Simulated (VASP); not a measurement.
Wanted: the native input for a VASP 6.6.1 run.

| Item | Value |
| --- | --- |
| Task | single point |
| Functional | PBE |
| Potentials or basis | VASP PAW PBE potentials, release 64 (O) |
| Cutoff | 520 eV |
| k mesh | 12 × 12 × 4 |
| Occupations | fermi-dirac, width 0.05 eV |
| Spin | no spin polarisation |
| Dipole correction | no |
| Further INCAR settings | ALGO = Normal; EDIFF = 1e-06; NBANDS = 20 |

The structure of O lies in POSCAR:

```
O
1.0
    2.4080132760      0.0000000000      0.0000000000
   -1.2040066380      2.0854006696      0.0000000000
    0.0000000000      0.0000000000      7.6479483309
O
4
Direct
    0.3333333333      0.6666666667      0.1718966900
    0.6666666667      0.3333333333      0.8281033100
    0.6666666667      0.3333333333      0.6718966900
    0.3333333333      0.6666666667      0.3281033100
```

These files were run (other wordings do the same):

INCAR

```
SYSTEM = O
  PREC = Accurate
  ENCUT = 520
  EDIFF = 1E-6
  ISMEAR = -1
  SIGMA = 0.05
  LREAL = .False.
  LASPH = .True.
  NELM = 60
  ALGO = Normal
  ISIF = 2
  LWAVE = .False.
  LCHARG = .False.
  GGA = PE
  NBANDS = 20
```

KPOINTS

```
Automatic mesh
0
Gamma
  12 12 4
  0 0 0
```

Potentials or basis: VASP PAW PBE potentials, release 64 (O).

The run is started by

```sh
$ cat potpaw_PBE.64/O/POTCAR > POTCAR
$ mpirun -np 1 vasp_std > vasp.out
```

It gave:

* Pressure: 16.3 GPa
* Largest force: 2.671 eV/Å
* Band gap on the k mesh: zero (band 12 reaches 3.58 eV, above the bottom of band 13 at 0.70 eV)

Caveat: the standard files for N, O and F lose accuracy on very short bonds; spin is off for a triplet molecule; forces of over 1 eV/Å act on the atoms, so gaps and moduli don't describe the material at rest.

Run time: 18 s on 1 thread of AMD EPYC 9R45 (Zen 5), with other jobs on the host, peak memory 0.13 GiB.
